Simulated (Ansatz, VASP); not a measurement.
## Two plane-wave programs on LiNbO3

File INCAR:

```
SYSTEM = LiNbO3
PREC = Accurate ; ENCUT = 520
EDIFF = 1E-7 ; ISMEAR = 0
SIGMA = 0.05 ; LREAL = .False.
LASPH = .True. ; NELM = 100
ALGO = Normal ; ISIF = 2
LWAVE = .False. ; LCHARG = .False.
GGA = PE ; NBANDS = 45
```

Contents of KPOINTS:

```
regular mesh
0
Gamma
  6 6 6
  0 0 0
```

File POSCAR:

```
LiNbO3
1.0
    2.5657083638      1.4813124145      4.4733980560
   -2.5657083638      1.4813124145      4.4733980560
    0.0000000000     -2.9626248290      4.4733980560
Li Nb O
2 2 6
Direct
    0.2815913687      0.2815913687      0.2815913687
    0.7815913687      0.7815913687      0.7815913687
    0.0004900497      0.0004900497      0.0004900497
    0.5004900497      0.5004900497      0.5004900497
    0.1104619503      0.3580262714      0.7211003599
    0.7211003599      0.1104619503      0.3580262714
    0.3580262714      0.7211003599      0.1104619503
    0.2211003599      0.8580262714      0.6104619503
    0.8580262714      0.6104619503      0.2211003599
    0.6104619503      0.2211003599      0.8580262714
```

Input for Ansatz:

```yaml
crystal:
  lattice:
    - [2.5657083638, 1.4813124145, 4.473398056]
    - [-2.5657083638, 1.4813124145, 4.473398056]
    - [0.0, -2.962624829, 4.473398056]
  atoms:
    - { symbol: Li, position: [0.2815913687, 0.2815913687, 0.2815913687] }
    - { symbol: Li, position: [0.7815913687, 0.7815913687, 0.7815913687] }
    - { symbol: Nb, position: [0.0004900497, 0.0004900497, 0.0004900497] }
    - { symbol: Nb, position: [0.5004900497, 0.5004900497, 0.5004900497] }
    - { symbol: O, position: [0.1104619503, 0.3580262714, 0.7211003599] }
    - { symbol: O, position: [0.7211003599, 0.1104619503, 0.3580262714] }
    - { symbol: O, position: [0.3580262714, 0.7211003599, 0.1104619503] }
    - { symbol: O, position: [0.2211003599, 0.8580262714, 0.6104619503] }
    - { symbol: O, position: [0.8580262714, 0.6104619503, 0.2211003599] }
    - { symbol: O, position: [0.6104619503, 0.2211003599, 0.8580262714] }
basis:
  ecutwfc: 520.0
kpoints:
  mp_grid: { grid: [6, 6, 6] }
hamiltonian:
  xc: pbe
  pseudopotentials: { kind: paw, azcp: { folder: soft_1 } }
scf:
  occupations: { method: gaussian, width: 0.05 }
output:
  forces: true
  stress: true
  eigenvalues: true
```

Alike in both runs: task single point; functional PBE; k mesh 6 × 6 × 6; occupations gaussian, width 0.05 eV; no spin polarisation.

```csv
,VASP,Ansatz
version,VASP 6.6.1,Ansatz 0.2.0
potentials or method,"VASP PAW PBE potentials, release 64 (Li_sv, Nb_sv, O), cutoff 520 eV","scalar-relativistic, plane waves, PAW"
valence electrons in the cell,68,68
```

|  | VASP | Ansatz | Ansatz less VASP |
| --- | --- | --- | --- |
| gap on the k mesh at the Fermi level (eV) | 3.83 | 3.85 | +0.017 |
| least direct gap on the mesh (eV) | 3.89 | 3.91 | +0.014 |
| rms of the force components (eV/Å) | 0.403 | 0.397 | -0.0054 |

Atom by atom the forces differ by 0.016 eV/Å (rms over components).

Noted on VASP's run: the cutoff is under 1.25 times that of the potentials, so the pressure is a little rough.
